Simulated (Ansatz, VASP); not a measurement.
**SnO2: VASP beside Ansatz**

```xyz
9
Lattice="-3.2373 0.0000 0.0000 -1.6186 -2.8035 0.0000 -4.3703 -2.5232 12.6255" Properties=species:S:1:pos:R:3 pbc="T T T"
Sn   -3.2373   -1.8690    6.4375
Sn   -3.2373    0.0000    2.1457
Sn   -1.6186   -0.9345   10.7293
O    -3.2373   -1.8690    3.1363
O    -3.2373    0.0000   11.7199
O    -1.6186   -0.9345    7.4281
O    -3.2373   -1.8690    9.7388
O    -3.2373    0.0000    5.4470
O    -1.6186   -0.9345    1.1551
```

Alike in both runs: task single point; functional PBE; dispersion D3(BJ); k mesh 9 × 9 × 2; occupations gaussian, width 0.05 eV; no spin polarisation.

|  | VASP | Ansatz |
| --- | --- | --- |
| version | VASP 6.6.1 | Ansatz 0.2.0 |
| potentials or method | VASP PAW PBE potentials, release 64 (Sn_d, O), cutoff 520 eV | scalar-relativistic, plane waves, PAW |
| valence electrons in the cell | 78 | 78 |

VASP gave:

- gap on the k mesh at the Fermi level (eV): 1.35
- least direct gap on the mesh (eV): 1.38
- pressure (GPa): 1.8
- traceless stress, the component that is largest in VASP (GPa): -1.72
- rms of the force components (eV/Å): 0.198

Problem. Which values does Ansatz return?

Solution. gap on the k mesh at the Fermi level (eV): 1.37; least direct gap on the mesh (eV): 1.40; pressure (GPa): 1.1; traceless stress, the component that is largest in VASP (GPa): -1.71; rms of the force components (eV/Å): 0.207.

Atom by atom the forces differ by 0.027 eV/Å (rms over components).
